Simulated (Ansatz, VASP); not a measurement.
LaB6: VASP beside Ansatz

```
CELL_PARAMETERS angstrom
4.20699 0.00000 0.00000
0.00000 4.20699 0.00000
0.00000 0.00000 4.20699
ATOMIC_POSITIONS crystal
La 0.00000 0.00000 0.00000
B 0.20064 0.50000 0.50000
B 0.79936 0.50000 0.50000
B 0.50000 0.50000 0.20064
B 0.50000 0.50000 0.79936
B 0.50000 0.20064 0.50000
B 0.50000 0.79936 0.50000
```

Alike in both runs: functional r2SCAN; k mesh 8 × 8 × 8; occupations gaussian, width 0.05 eV; no spin polarisation.

Ansatz relaxed the structure, and its values are those at the end. VASP's run is a single point on that final structure, the one shown.

```csv
,VASP,Ansatz
version,VASP 6.6.1,Ansatz 0.2.0
potentials or method,"VASP PAW PBE potentials, release 64 (La, B), cutoff 520 eV","scalar-relativistic, plane waves, PAW"
valence electrons in the cell,29,29
```

VASP gave:

* gap on the k mesh at the Fermi level (eV): none
* pressure (GPa): -6.6
* rms of the force components (eV/Å): 0.009

Problem. Estimate Ansatz's values.

Solution. gap on the k mesh at the Fermi level (eV): none; pressure (GPa): -6.6; rms of the force components (eV/Å): 0.000.

VASP's potentials were made for PBE, not for r2SCAN. A gap of «none» marks a metal or a gap that the smearing closes. The functional is the same, so the differences come from potentials, cutoffs and numerics. Ansatz's warnings: stress scf threshold loose.

Spin-orbit coupling is off throughout.
